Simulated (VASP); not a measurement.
Wanted: the native input for a VASP 6.6.1 run.

| Quantity | Value |
| --- | --- |
| Task | relaxation of cell and atoms |
| Functional | PBEsol-based screened hybrid |
| Potentials or basis | VASP PAW PBE potentials, release 64 (Au) |
| Cutoff | 600 eV |
| k mesh | 5 × 5 × 5 |
| Occupations | fermi-dirac, width 0.05 eV |
| Spin | no spin polarisation |
| Dipole correction | no |
| Grid for exact exchange (PRECFOCK) | Normal |
| Share of exact exchange | 0.25 |
| Further INCAR settings | ALGO = Normal; EDIFF = 1e-06; IBRION = 2; EDIFFG = -0.01; NSW = 60; ISIF = 3 |
| Screening parameter | 0.207 1/Å |

Au:

```
CELL_PARAMETERS angstrom
2.74841 0.00000 0.00000
0.00000 2.74841 0.00000
0.00000 0.00000 2.74841
ATOMIC_POSITIONS crystal
Au 0.50000 0.50000 0.50000
```

These files were run (other wordings do the same):

POSCAR

```
Au
1.0
    2.7484100000      0.0000000000      0.0000000000
    0.0000000000      2.7484100000      0.0000000000
    0.0000000000      0.0000000000      2.7484100000
Au
1
Direct
    0.5000000000      0.5000000000      0.5000000000
```

INCAR.step1

```
PREC     = Accurate       # precision mode
ENCUT    = 600            # plane-wave cutoff, eV
EDIFF    = 1E-5           # SCF threshold, eV
ISMEAR   = -1             # smearing method
SIGMA    = 0.05           # smearing width, eV
LREAL    = F              # projectors in reciprocal space
LASPH    = T              # aspherical terms in the spheres
NELM     = 80             # most SCF steps
ALGO     = Normal         # electronic algorithm
LWAVE    = T              # write WAVECAR
LCHARG   = F              # write CHGCAR
GGA      = PE             # functional
NBANDS   = 12             # bands
```

INCAR.step2

```
PREC     = Accurate       # precision mode
ENCUT    = 600            # plane-wave cutoff, eV
EDIFF    = 1E-6           # SCF threshold, eV
ISMEAR   = -1             # smearing method
SIGMA    = 0.05           # smearing width, eV
LREAL    = F              # projectors in reciprocal space
LASPH    = T              # aspherical terms in the spheres
NELM     = 80             # most SCF steps
ALGO     = Normal         # electronic algorithm
ISIF     = 3              # what is computed and relaxed
LWAVE    = F              # write WAVECAR
LCHARG   = F              # write CHGCAR
GGA      = PS             # functional
LHFCALC  = T              # exact exchange
AEXX     = 0.25           # exact-exchange fraction
HFSCREEN = 0.207          # screening, 1/A
PRECFOCK = Normal       
IBRION   = 2              # ionic algorithm
NSW      = 60             # ionic steps
EDIFFG   = -0.01          # ionic threshold
ISTART   = 1
```

KPOINTS

```
Automatic mesh
0
Gamma
  5 5 5
```

Potentials or basis: VASP PAW PBE potentials, release 64 (Au).

The run is started by

```console
$ cat potpaw_PBE.64/Au/POTCAR > POTCAR
$ cp INCAR.step1 INCAR
$ mpirun -np 1 vasp_std > vasp.out
$ cp INCAR.step2 INCAR
$ mpirun -np 1 vasp_std > vasp.out
```

It gave:

| Item | Value |
| --- | --- |
| Relaxed volume | 19.79 Å³/atom |
| Relaxed cell | a = 2.705 Å, b = 2.705 Å, c = 2.705 Å, α = 90.00°, β = 90.00°, γ = 90.00° |
| Space group after relaxing (to 0.05 Å) | Pm-3m (No. 221) |
| Energy gained by relaxing | 17.2 meV/atom |
| Ionic steps | 3 |
| Pressure after relaxing | -0.1 GPa |

Caveat: the k points lie up to 0.46 Å⁻¹ apart in the final cell; the PAW data sets were made with another functional, which shifts forces and pressure a little.

Run time: 11 min on 1 thread of Intel(R) Xeon(R) Platinum 8375C CPU @ 2.90GHz (Ice Lake), with other jobs on the host, peak memory 0.22 GiB.
